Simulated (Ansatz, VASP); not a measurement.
## Al: VASP beside Ansatz

File POSCAR:

```
Al
1.0
    2.6676820717      0.0000000000      0.0000000000
   -1.3338410358      2.3102804434      0.0000000000
    0.0000000000      0.0000000000      4.8063076364
Al
2
Direct
    0.6666666667      0.3333333333      0.7500000000
    0.3333333333      0.6666666667      0.2500000000
```

Contents of INCAR.step1:

```
ALGO = Normal
EDIFF = 1E-4
ENCUT = 520
GGA = PE
ISMEAR = 0
LASPH = T
LCHARG = F
LREAL = F
LWAVE = T
NBANDS = 10
NELM = 60
PREC = Accurate
SIGMA = 0.15
```

INCAR.step2

```
ALGO = Normal
EDIFF = 1E-6
ENCUT = 520
ISIF = 2
ISMEAR = 0
ISTART = 1
LASPH = T
LCHARG = F
LMIXTAU = T
LREAL = F
LWAVE = F
METAGGA = R2SCAN
NBANDS = 10
NELM = 60
PREC = Accurate
SIGMA = 0.15
```

The input KPOINTS:

```
k-points
0
Gamma
  24 24 14
```

Input for Ansatz:

```yaml
crystal:
  lattice:
    - [2.6676820717, 0.0, 0.0]
    - [-1.3338410358, 2.3102804434, 0.0]
    - [0.0, 0.0, 4.8063076364]
  atoms:
    - { symbol: Al, position: [0.6666666667, 0.3333333333, 0.75] }
    - { symbol: Al, position: [0.3333333333, 0.6666666667, 0.25] }
basis:
  ecutwfc: 500
kpoints:
  mp_grid: { grid: [24, 24, 14] }
hamiltonian:
  xc: r2scan
scf:
  occupations: { method: gaussian, width: 0.15 }
output:
  forces: true
  stress: true
  eigenvalues: true
```

Change from the starting cell: strain -0.050 along x and y, +0.025 along z, atoms carried along.

Alike in both runs: task single point; functional r2SCAN; k mesh 24 × 24 × 14; occupations gaussian, width 0.15 eV; no spin polarisation.

|  | VASP | Ansatz |
| --- | --- | --- |
| version | VASP 6.6.1 | Ansatz 0.2.0 |
| potentials or method | VASP PAW PBE potentials, release 64 (Al), cutoff 520 eV | scalar-relativistic, plane waves, PAW |
| valence electrons in the cell | 6 | 6 |

```tsv
	VASP	Ansatz	Ansatz less VASP
gap on the k mesh at the Fermi level (eV)	none	none	-
pressure (GPa)	9.3	9.7	+0.39
traceless stress, the component that is largest in VASP (GPa)	-7.93	-7.96	-0.029
```

VASP's potentials were made for PBE, not for r2SCAN. A gap of «none» marks a metal or a gap that the smearing closes. The functional is the same, so the differences come from potentials, cutoffs and numerics.
